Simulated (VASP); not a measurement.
# AgBr: single point with PBE

AgBr:

```
CELL_PARAMETERS angstrom
0.00000 2.89217 2.89217
2.89217 0.00000 2.89217
2.89217 2.89217 0.00000
ATOMIC_POSITIONS crystal
Ag 0.00000 0.00000 0.00000
Br 0.50000 0.50000 0.50000
```

* Program: VASP 6.6.1
* Task: single point
* Functional: PBE
* Potentials or basis: VASP PAW PBE potentials, release 64 (Ag, Br)
* Cutoff: 500 eV
* k mesh: 6 × 6 × 6
* Occupations: gaussian, width 0.1 eV
* Spin: no spin polarisation

```yaml
Pressure: 1.2 GPa
Band_gap_on_the_k_mesh: 0.68 eV, indirect (least direct gap 2.53 eV)
```

Levels at points of the mesh, in eV from the valence-band top:
```csv
k point,band 6,band 7,band 8,band 9,band 10,band 11,band 12,band 13
"(0.00, 0.00, 0.00)",-2.70,-1.85,-1.85,-1.85,0.68,9.92,9.92,9.92
"(0.50, 0.00, 0.00)",-2.41,-2.08,0.00,0.00,3.80,6.46,6.81,6.81
"(0.50, 0.50, 0.00)",-2.55,-2.31,-2.31,-2.23,1.65,7.10,8.97,10.93
```

It took 17 s on 1 thread of AMD EPYC 7R43 64-Core Processor (Zen 3) (shared host), peak memory 0.12 GiB.

A k mesh can miss the band edges. PBE gaps usually lie below the measured ones, often by a third to a half.
